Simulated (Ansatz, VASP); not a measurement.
**One calculation of CuO, two programs**

The input INCAR:

```
SYSTEM = CuO
ALGO = Fast
EDIFF = 1E-6
EDIFFG = -0.01
ENCUT = 600
GGA = PS
IBRION = 2
ISIF = 3
ISMEAR = -1
LASPH = .TRUE.
LCHARG = .FALSE.
LDAU = .TRUE.
LDAUJ = 0 0
LDAUL = 2 -1
LDAUPRINT = 1
LDAUTYPE = 2
LDAUU = 5 0
LMAXMIX = 4
LREAL = .FALSE.
LWAVE = .FALSE.
NELM = 150
NSW = 60
PREC = Accurate
SIGMA = 0.05
```

KPOINTS

```
k-points
0
G
  9 9 5
  0 0 0
```

The input POSCAR:

```
CuO
1.0
    1.9909680000     -2.1535500000      0.0000000000
    1.9909680000      2.1535500000      0.0000000000
    0.0000000000      0.0000000000      5.1559280000
Cu O
2 2
Direct
    0.5000000000      0.0000000000      0.0000000000
    0.0000000000      0.5000000000      0.5000000000
    0.5000000000      0.5000000000      0.2500000000
    0.5000000000      0.5000000000      0.7500000000
```

The input input.yaml:

```yaml
crystal:
  lattice:
    - [1.990968, -2.15355, 0.0]
    - [1.990968, 2.15355, 0.0]
    - [0.0, 0.0, 5.155928]
  atoms:
    - { symbol: Cu, position: [0.5, 0.0, 0.0] }
    - { symbol: Cu, position: [0.0, 0.5, 0.5] }
    - { symbol: O, position: [0.5, 0.5, 0.25] }
    - { symbol: O, position: [0.5, 0.5, 0.75] }
hamiltonian:
  xc: pbesol
  pseudopotentials: { kind: paw }
  hubbard: { sites: [{ species: Cu, l: d, u_eff: 5.0 }] }
kpoints:
  mp_grid: { grid: [9, 9, 5] }
scf:
  occupations: { method: fermi_dirac, width: 0.05 }
output:
  forces: true
  stress: true
  eigenvalues: true
  write_density: true
  write_potential: true
  elf: true
  volumetric_format: npy
relax:
  f_tol: 0.01
  max_steps: 40
  cell: { stress_tol: 0.05 }
```

Alike in both runs: task relaxation of cell and atoms; functional PBEsol; k mesh 9 × 9 × 5; occupations fermi-dirac, width 0.05 eV; no spin polarisation; Hubbard terms Cu d U = 5.0 eV.

|  | VASP | Ansatz |
| --- | --- | --- |
| version | VASP 6.6.1 | Ansatz 0.2.0 |
| potentials or method | VASP PAW PBE potentials, release 64 (Cu, O) | Ansatz PAW |
| plane-wave cutoff (eV) | 600 | 420 |
| valence electrons in the cell | 34 | 50 |

Ansatz gave:

```
gap on the k mesh at the Fermi level, each at its own relaxed structure (eV) : none
relaxed volume (Å³/atom)                                                     : 10.84
relaxed length of the cell vector where the two differ most in proportion (Å)              : 2.911
```

Problem. What did VASP give for the same quantities?

Solution. gap on the k mesh at the Fermi level, each at its own relaxed structure (eV): none; relaxed volume (Å³/atom): 10.42; relaxed length of the cell vector where the two differ most in proportion (Å): 2.868.

VASP's potentials were made for PBE, not for PBEsol. The programs project onto different local orbitals, so the same U acts differently, and such runs can settle in different states. A gap of «none» marks a metal or a gap that the smearing closes. VASP's potentials hold 34 valence electrons a cell and Ansatz's 50, so a difference there can come from the potentials and not from the codes.

Noted on Ansatz's run: the plane-wave basis is chosen anew once the cell has moved, so the energies of steps on either side of that aren't comparable.
